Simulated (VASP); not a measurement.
## ScAl3: single point with PBE

The system is ScAl3.

```
Sc Al
1.0
     4.08780    0.00000    0.00000
     0.00000    4.08780    0.00000
     0.00000    0.00000    4.08780
Sc Al
1 3
Direct
  0.00000 0.00000 0.00000
  0.50000 0.00000 0.50000
  0.00000 0.50000 0.50000
  0.50000 0.50000 0.00000
```

- Program: VASP 6.6.1
- Task: single point
- Functional: PBE
- Potentials or basis: VASP PAW PBE potentials, release 64 (Sc_sv, Al)
- Cutoff: 520 eV
- k mesh: 6 × 6 × 6
- Occupations: fermi-dirac, width 0.1 eV
- Spin: no spin polarisation

```json
{
  "Pressure": "1.2 GPa",
  "Band gap on the k mesh": "zero (band 10 reaches 8.14 eV, above the bottom of band 11 at 4.31 eV)"
}
```

Levels at points of the mesh, in eV from the Fermi level:
```
           k point  band 6  band 7  band 8  band 9  band 10  band 11  band 12  band 13  band 14  band 15
(0.00, 0.00, 0.00)   -2.71   -2.71   -1.90   -1.90    -1.90     1.18     1.22     1.22     1.22     4.69
(0.50, 0.00, 0.00)   -7.42   -1.80   -1.80   -1.56     0.78     0.91     0.91     1.27     1.55     2.09
(0.50, 0.50, 0.00)   -5.72   -5.72   -4.45   -0.62    -0.62     1.12     1.29     2.00     2.42     3.35
(0.50, 0.50, 0.50)   -4.89   -4.89   -4.56   -3.05    -3.05    -3.05     0.87     2.53     2.53     3.95
```

It took 38 s on 1 thread of Intel Xeon 6975P-C (shared host), peak memory 0.17 GiB.
